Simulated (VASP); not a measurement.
A run of VASP 6.6.1:

Contents of INCAR:

```
SYSTEM = Sn3Ir
ALGO = Fast
EDIFF = 1E-6
ENCUT = 520
GGA = PE
ISIF = 2
ISMEAR = 0
LASPH = .True.
LCHARG = .True.
LELF = .True.
LREAL = .False.
LVHAR = .True.
LWAVE = .False.
NBANDS = 34
NELM = 100
PREC = Accurate
SIGMA = 0.1
```

KPOINTS

```
k-points
0
Gamma
  10 10 10
  0 0 0
```

File POSCAR:

```
Sn3Ir
1.0
    4.4652329615      0.0000000000      0.0000000000
    0.0000000000      4.4652329615      0.0000000000
    0.0000000000      0.0000000000      4.4652329615
Sn Ir
3 1
Direct
    0.0000000000      0.5000000000      0.5000000000
    0.5000000000      0.0000000000      0.5000000000
    0.5000000000      0.5000000000      0.0000000000
    0.0000000000      0.0000000000      0.0000000000
```

Potentials or basis: VASP PAW PBE potentials, release 64 (Sn_d, Ir).

Run with:

```sh
$ cat potpaw_PBE.64/Sn_d/POTCAR potpaw_PBE.64/Ir/POTCAR > POTCAR
$ mpirun -np 1 vasp_std > vasp.out
```

Hardware: 1 thread of Intel(R) Xeon(R) Platinum 8124M CPU @ 3.00GHz (Skylake/Cascade Lake), with other jobs on the host.

**Question.** How long does it take, and how much memory?

**Answer.** Run time: 2.2 min on 1 thread of Intel(R) Xeon(R) Platinum 8124M CPU @ 3.00GHz (Skylake/Cascade Lake) (shared host), peak memory 0.3 GiB. Counts: scf iterations 15, k points 56.
